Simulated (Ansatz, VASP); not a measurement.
## Rb: VASP beside Ansatz

Contents of INCAR:

```
PREC = Accurate
ENCUT = 520
EDIFF = 1E-6
ISMEAR = 1
SIGMA = 0.05
LREAL = False
LASPH = True
NELM = 60
ALGO = Normal
ISIF = 2
LWAVE = False
LCHARG = False
GGA = PE
NBANDS = 10
```

The input KPOINTS:

```
Automatic mesh
0
Gamma
  5 5 5
```

File POSCAR:

```
Rb
1.0
   -2.9545118600      2.9545118600      2.7308452000
    2.9545118600     -2.9545118600      2.7308452000
    2.9545118600      2.9545118600     -2.7308452000
Rb
1
Direct
    0.0000000000      0.0000000000      0.0000000000
```

Input for Ansatz:

```yaml
crystal:
  lattice:
    - [-2.95451186, 2.95451186, 2.7308452]
    - [2.95451186, -2.95451186, 2.7308452]
    - [2.95451186, 2.95451186, -2.7308452]
  atoms:
    - { symbol: Rb, position: [0.0, 0.0, 0.0] }
kpoints:
  mp_grid:
    grid: [5, 5, 5]
hamiltonian:
  xc: pbe
scf:
  occupations:
    method: cold
    width: 0.05
output:
  stress: true
```

Alike in both runs: task single point; functional PBE; k mesh 5 × 5 × 5; no spin polarisation.

|  | VASP | Ansatz |
| --- | --- | --- |
| version | VASP 6.6.1 | Ansatz 0.2.0 |
| potentials or method | VASP PAW PBE potentials, release 64 (Rb_sv) | plane waves, PAW |
| plane-wave cutoff (eV) | 520 | 420 |
| occupations | methfessel-paxton of order 1, width 0.05 eV | cold, width 0.05 eV |
| valence electrons in the cell | 9 | 9 |

|  | VASP | Ansatz | Ansatz less VASP |
| --- | --- | --- | --- |
| pressure (GPa) | -0.1 | -0.1 | 0.00 |
| traceless stress, the component that is largest in VASP (GPa) | -0.07 | -0.07 | +0.003 |
